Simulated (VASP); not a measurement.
# SrCa (P-6m2) in VASP: single point with LDA

Aim: the single point of SrCa with LDA.

All numbers are computed with VASP 6.6.1; they aren't measurements. Logs are shortened: lines on timing, memory, paths and dates and some standing lists are left out, and cuts for length are marked.

## Step 1: The cell of the first run

It takes space group P-6m2 (No. 187, hexagonal). The conventional cell has a = 4.128 Å, b = 4.128 Å, c = 6.789 Å, α = 90.00°, β = 90.00°, γ = 120.00°. Within 5.4 Å of Sr (site symmetry -6m2) lie 6 Sr at 4.13 Å and 6 Ca at 4.15 Å. Within 5.4 Å of Ca (site symmetry -6m2) lie 6 Ca at 4.13 Å and 6 Sr at 4.15 Å.

## Step 2: Single point, LDA

The input, INCAR:

```
SYSTEM = SrCa
ALGO = Normal
EDIFF = 1E-7
ENCUT = 520
ISIF = 2
ISMEAR = 1
LASPH = .True.
LCHARG = .False.
LREAL = .False.
LWAVE = .False.
NBANDS = 17
NELM = 100
PREC = Accurate
SIGMA = 0.05
```

The input, KPOINTS:

```
k-points
0
Gamma
  8 8 5
  0 0 0
```

The input, POSCAR:

```
SrCa
1.0
    4.1283377400      0.0000000000      0.0000000000
   -2.0641688700      3.5752453600      0.0000000000
    0.0000000000      0.0000000000      6.7887450800
Sr Ca
1 1
Direct
    0.6666666667      0.3333333333      0.5000000000
    0.0000000000      0.0000000000      0.0000000000
```

Potentials or basis: VASP PAW LDA potentials, release 64 (Sr_sv, Ca_sv).

Run with:

```sh
cat potpaw_LDA.64/Sr_sv/POTCAR potpaw_LDA.64/Ca_sv/POTCAR > POTCAR
mpirun -np 1 vasp_std > vasp.out
```

OUTCAR:

```text
SYSTEM = SrCa
   EDIFF = 1E-7
   ENCUT = 520
   ISIF = 2
   ISMEAR = 1
   LASPH = .True.
   LREAL = .False.
   NELM = 100
   PREC = Accurate

 ion  position               nearest neighbor table
   1  0.667  0.333  0.500-   2 4.15   2 4.15   2 4.15   2 4.15   2 4.15   2 4.15
   2  0.000  0.000  0.000-   1 4.15   1 4.15   1 4.15   1 4.15   1 4.15   1 4.15

  LATTYP: Found a hexagonal cell.
 ALAT       =     4.1283377400
 C/A-ratio  =     1.6444257974

  Lattice vectors:

 A1 = (   4.1283377400,   0.0000000000,   0.0000000000)
 A2 = (  -2.0641688700,   3.5752453600,   0.0000000000)
 A3 = (   0.0000000000,   0.0000000000,   6.7887450800)

Analysis of symmetry for initial positions (statically):
=====================================================================
 Subroutine PRICEL returns:
 Original cell was already a primitive cell.

 Routine SETGRP: Setting up the symmetry group for a
 hexagonal supercell.

 Subroutine GETGRP returns: Found 12 space group operations
 (whereof 12 operations were pure point group operations)
 out of a pool of 24 trial point group operations.

The static configuration has the point symmetry D_3h.

Analysis of symmetry for dynamics (positions and initial velocities):
=====================================================================
 Subroutine PRICEL returns:
 Original cell was already a primitive cell.

 Routine SETGRP: Setting up the symmetry group for a
 hexagonal supercell.

 Subroutine GETGRP returns: Found 12 space group operations
 (whereof 12 operations were pure point group operations)
 out of a pool of 24 trial point group operations.

The dynamic configuration has the point symmetry D_3h.

 Subroutine INISYM returns: Found 12 space group operations
 (whereof 12 operations are pure point group operations),
 and found     1 'primitive' translations

----------------------------------------------------------------------------------------

                                     Primitive cell

  volume of cell :     100.2007

  direct lattice vectors                    reciprocal lattice vectors
     4.128337740  0.000000000  0.000000000     0.242228244  0.139850542  0.000000000
    -2.064168870  3.575245360  0.000000000     0.000000000  0.279701083  0.000000000
     0.000000000  0.000000000  6.788745080     0.000000000  0.000000000  0.147302629

  length of vectors
     4.128337740  4.128337742  6.788745080     0.279701083  0.279701083  0.147302629

  position of ions in fractional coordinates (direct lattice)
     0.666666667  0.333333333  0.500000000
     0.000000000  0.000000000  0.000000000

  ion indices of the primitive-cell ions
   primitive index   ion index
                 1           1
                 2           2

----------------------------------------------------------------------------------------

 KPOINTS: k-points

Automatic generation of k-mesh.
 Grid dimensions read from file:
 generate k-points for:    8    8    5

 Generating k-lattice:

  Cartesian coordinates                     Fractional coordinates (reciprocal lattice)
     0.030278530  0.017481318  0.000000000     0.125000000  0.000000000  0.000000000
     0.000000000  0.034962635  0.000000000     0.000000000  0.125000000  0.000000000
     0.000000000  0.000000000  0.029460526     0.000000000  0.000000000  0.200000000

  Length of vectors
     0.034962635  0.034962635  0.029460526

  Shift w.r.t. Gamma in fractional coordinates (k-lattice)
     0.000000000  0.000000000  0.000000000

 Subroutine IBZKPT returns following result:
 ===========================================

 Found     30 irreducible k-points:

 Following reciprocal coordinates:
            Coordinates               Weight
  0.000000  0.000000  0.000000      1.000000
  0.125000 -0.000000  0.000000      6.000000
  0.250000 -0.000000  0.000000      6.000000
  0.375000 -0.000000  0.000000      6.000000
  0.500000 -0.000000  0.000000      3.000000
  0.125000  0.125000  0.000000      6.000000
[... 16 lines left out ...]
  0.250000 -0.000000  0.400000     12.000000
  0.375000 -0.000000  0.400000     12.000000
 [... further k-points ...]
   k-points           NKPTS =     30   k-points in BZ     NKDIM =     30   number of bands    NBANDS=     17
   number of dos      NEDOS =    301   number of ions     NIONS =      2
   total plane-waves  NPLWV =  51200
   dimension x,y,z NGX =    32 NGY =   32 NGZ =   50
   dimension x,y,z NGXF=    64 NGYF=   64 NGZF=  100
   ions per type =               1   1
   NGX,Y,Z   is equivalent  to a cutoff of  12.89, 12.89, 12.24 a.u.
   NGXF,Y,Z  is equivalent  to a cutoff of  25.77, 25.77, 24.49 a.u.
 SYSTEM =  SrCa
   PREC   = accura    normal or accurate (medium, high low for compatibility)
   ISTART =      0    job   : 0-new  1-cont  2-samecut
   ICHARG =      2    charge: 1-file 2-atom 10-const
   ISPIN  =      1    spin polarized calculation?
   LNONCOLLINEAR =      F non collinear calculations
   LSORBIT =      F    spin-orbit coupling
   LASPH  =      T    aspherical Exc in radial PAW
   ENCUT  =  520.0 eV  38.22 Ry    6.18 a.u.   7.68  7.68 12.62*2*pi/ulx,y,z
   NELM   =    100;   NELMIN=  2; NELMDL= -5     # of ELM steps
   EDIFF  = 0.1E-06   stopping-criterion for ELM
   LREAL  =      F    real-space projection
   EDIFFG = 0.1E-05   stopping-criterion for IOM
   NSW    =      0    number of steps for IOM
   IBRION =     -1    ionic relax: 0-MD 1-quasi-New 2-CG
   NFREE  =      0    steps in history (QN), initial steepest desc. (CG)
   ISIF   =      2    stress and relaxation
   ISYM   =      2    0-nonsym 1-usesym 2-fastsym
   POTIM  = 0.5000    time-step for ionic-motion
   TEBEG  =    0.0;   TEEND  =   0.0 temperature during run
   PSTRESS=    0.0 pullay stress
   NELECT =      20.0000    total number of electrons
   NUPDOWN=      -1.0000    fix difference up-down
   EMIN   =  10.00;   EMAX   =-10.00  energy-range for DOS
   EFERMI =   0.00;   METHOD = LEGACY
   ISMEAR =     1;   SIGMA  =   0.05  broadening in eV -4-tet -1-fermi 0-gaus
   EFERMI_NEDOS =   21; number of points for ismear=-14 and -15
   IALGO  =     38    algorithm
   IMIX   =      4    mixing-type and parameters
     AMIX     =   0.40;   BMIX     =  1.00
     AMIX_MAG =   1.60;   BMIX_MAG =  1.00
  volume/ion in A,a.u.               =      50.10       338.09
  Fermi-wavevector in a.u.,A,eV,Ry     =   0.956742  1.807979 12.454153  0.915354
  Thomas-Fermi vector in A             =   2.085697
   LORBIT       =      0    0 simple, 1 ext, 2 COOP (PROOUT), +10 PAW based schemes
   GGA     = CA    functional components
   LHFCALC =     F    Hartree Fock is set to
   AEXX    =    0.0000 exact exchange contribution
   IVDW    =     0    specifies the selected vdW correction
   LEPSILON=     F    determine dielectric tensor
   LRPA    =     F    only Hartree local field effects (RPA)
 non-spin polarized calculation
 Methfessel and Paxton  Order N= 1 SIGMA  =   0.05
  energy-cutoff  :      520.00
  volume of cell :      100.20
 maximum number of plane-waves:      2743
 NGX is ok and might be reduce to    32
   NGX = 15   NGY = 15   NGZ = 25

 number of electron      19.9999999 magnetization

 Free energy of the ion-electron system (eV)
  ---------------------------------------------------
  ext. energy  EPLUGINS =         0.00000000
  ---------------------------------------------------
  free energy    TOTEN  =        -3.97080139 eV

  energy without entropy =       -3.97121976  energy(sigma->0) =       -3.97094084

 E-fermi :   1.5000     XC(G=0):  -7.6443

 val. band max:        1.4508597097   @ k =   0.2500  -0.0000   0.0000
 cond. band min:       1.5120333262   @ k =   0.2500   0.1250   0.0000
 fundamental gap:      0.0611736164
 Fermi energy:         1.5000154153

 k-point     1 :       0.0000    0.0000    0.0000
  band No.  band energies     occupation
      1     -40.4813      2.00000
      2     -34.8418      2.00000
      3     -21.7496      2.00000
      4     -21.7168      2.00000
      5     -21.7168      2.00000
      6     -16.9214      2.00000
[... 9 lines left out ...]
     16       4.0515      0.00000
     17       4.1468      0.00000

 k-point     2 :       0.1250   -0.0000    0.0000
  band No.  band energies     occupation
      1     -40.4806      2.00000
      2     -34.8396      2.00000
      3     -21.7484      2.00000
      4     -21.7254      2.00000
      5     -21.7189      2.00000
      6     -16.9170      2.00000
[... 9 lines left out ...]
     16       3.9449      0.00000
     17       4.0256      0.00000

 k-point     3 :       0.2500   -0.0000    0.0000
  band No.  band energies     occupation
      1     -40.4791      2.00000
      2     -34.8342      2.00000
      3     -21.7463      2.00000
      4     -21.7455      2.00000
      5     -21.7240      2.00000
      6     -16.9432      2.00000
[... 9 lines left out ...]
     16       4.0445      0.00000
     17       4.1914      0.00000

 k-point     4 :       0.3750   -0.0000    0.0000
  band No.  band energies     occupation
      1     -40.4775      2.00000
      2     -34.8288      2.00000
      3     -21.7671      2.00000
      4     -21.7426      2.00000
      5     -21.7292      2.00000
      6     -17.0185      2.00000
[... 9 lines left out ...]
     16       4.5859      0.00000
     17       4.7096      0.00000

 k-point     5 :       0.5000   -0.0000    0.0000
  band No.  band energies     occupation
      1     -40.4769      2.00000
      2     -34.8265      2.00000
      3     -21.7757      2.00000
      4     -21.7413      2.00000
      5     -21.7313      2.00000
      6     -17.0492      2.00000
[... 9 lines left out ...]
     16       4.8937      0.00000
     17       5.1206      0.00000

 k-point     6 :       0.1250    0.1250    0.0000
  band No.  band energies     occupation
      1     -40.4795      2.00000
      2     -34.8357      2.00000
      3     -21.7463      2.00000
      4     -21.7393      2.00000
      5     -21.7235      2.00000
      6     -16.9172      2.00000
[... 9 lines left out ...]
     16       3.9019      0.00000
     17       4.0484      0.00000

 k-point     7 :       0.2500    0.1250    0.0000
  band No.  band energies     occupation
      1     -40.4780      2.00000
      2     -34.8304      2.00000
      3     -21.7580      2.00000
      4     -21.7434      2.00000
      5     -21.7308      2.00000
      6     -16.9854      2.00000
[... 9 lines left out ...]
     16       4.3108      0.00000
     17       4.4846      0.00000

 k-point     8 :       0.3750    0.1250    0.0000
  band No.  band energies     occupation
      1     -40.4769      2.00000
      2     -34.8265      2.00000
      3     -21.7711      2.00000
      4     -21.7414      2.00000
      5     -21.7360      2.00000
      6     -17.0324      2.00000
[... 9 lines left out ...]
     16       4.7479      0.00000
     17       4.9685      0.00000
[... 203 lines left out ...]
      1     -40.4769      2.00000
      2     -34.8265      2.00000
      3     -21.7647      2.00000
      4     -21.7425      2.00000
      5     -21.7414      2.00000
      6     -17.0087      2.00000
[... 9 lines left out ...]
     16       4.6137      0.00000
     17       4.8849      0.00000

 k-point    20 :       0.3750    0.2500    0.2000
  band No.  band energies     occupation
      1     -40.4764      2.00000
      2     -34.8250      2.00000
      3     -21.7653      2.00000
      4     -21.7495      2.00000
      5     -21.7406      2.00000
      6     -17.0103      2.00000
[... 9 lines left out ...]
     16       4.7630      0.00000
     17       4.8274      0.00000

 k-point    21 :       0.0000    0.0000    0.4000
  band No.  band energies     occupation
      1     -40.4813      2.00000
      2     -34.8418      2.00000
      3     -21.7491      2.00000
      4     -21.7167      2.00000
      5     -21.7167      2.00000
      6     -16.9236      2.00000
[... 9 lines left out ...]
     16       3.6950      0.00000
     17       4.6853      0.00000

 k-point    22 :       0.1250   -0.0000    0.4000
  band No.  band energies     occupation
      1     -40.4806      2.00000
      2     -34.8396      2.00000
      3     -21.7480      2.00000
      4     -21.7255      2.00000
      5     -21.7189      2.00000
      6     -16.9189      2.00000
[... 9 lines left out ...]
     16       3.7995      0.00000
     17       4.6676      0.00000

 k-point    23 :       0.2500   -0.0000    0.4000
  band No.  band energies     occupation
      1     -40.4791      2.00000
      2     -34.8342      2.00000
      3     -21.7464      2.00000
      4     -21.7453      2.00000
      5     -21.7240      2.00000
      6     -16.9429      2.00000
[... 9 lines left out ...]
     16       3.9705      0.00000
     17       4.7325      0.00000

 k-point    24 :       0.3750   -0.0000    0.4000
  band No.  band energies     occupation
      1     -40.4775      2.00000
      2     -34.8288      2.00000
      3     -21.7673      2.00000
      4     -21.7426      2.00000
      5     -21.7292      2.00000
      6     -17.0180      2.00000
[... 9 lines left out ...]
     16       4.3849      0.00000
     17       4.9399      0.00000

 [... further k-points ...]

------------------------ aborting loop because EDIFF is reached ----------------------------------------

  FORCE on cell =-STRESS in cart. coord.  units (eV):
  Direction    XX          YY          ZZ          XY          YZ          ZX
  --------------------------------------------------------------------------------------
  -------------------------------------------------------------------------------------
  Total       -1.1219110     -1.1219110     -1.0647282      0.0000000      0.0000000      0.0000000
  in kB      -17.9390076    -17.9390076    -17.0246719      0.0000000      0.0000000      0.0000000
  external PRESSURE =     -17.6342290 kB  Pullay stress =       0.0000000 kB

 VOLUME and BASIS-vectors are now :
 -----------------------------------------------------------------------------
  energy-cutoff  :      520.00
  volume of cell :      100.20
      direct lattice vectors                 reciprocal lattice vectors
     4.128337740  0.000000000  0.000000000     0.242228244  0.139850542  0.000000000
    -2.064168870  3.575245360  0.000000000     0.000000000  0.279701083  0.000000000
     0.000000000  0.000000000  6.788745080     0.000000000  0.000000000  0.147302629

 POSITION                                       TOTAL-FORCE (eV/Angst)
 -----------------------------------------------------------------------------------
      2.06417      1.19175      3.39437        -0.000000      0.000000      0.000000
      0.00000      0.00000      0.00000         0.000000     -0.000000      0.000000
 -----------------------------------------------------------------------------------
    total drift:                               -0.000000      0.000000      0.000000

  FREE ENERGIE OF THE ION-ELECTRON SYSTEM (eV)
  ---------------------------------------------------
  free  energy   TOTEN  =        -3.9708013852 eV

  energy  without entropy=       -3.9712197576  energy(sigma->0) =       -3.97094084
```

Run time: 64 s. Hardware: 1 thread of Intel Xeon 8259CL, shared host; peak memory 0.22 GiB.

What came out:

- Free energy: -3.9708 eV
- Pressure: -1.8 GPa
- Band gap on the k mesh: zero (bands 10 and 11 overlap by 0.25 eV)
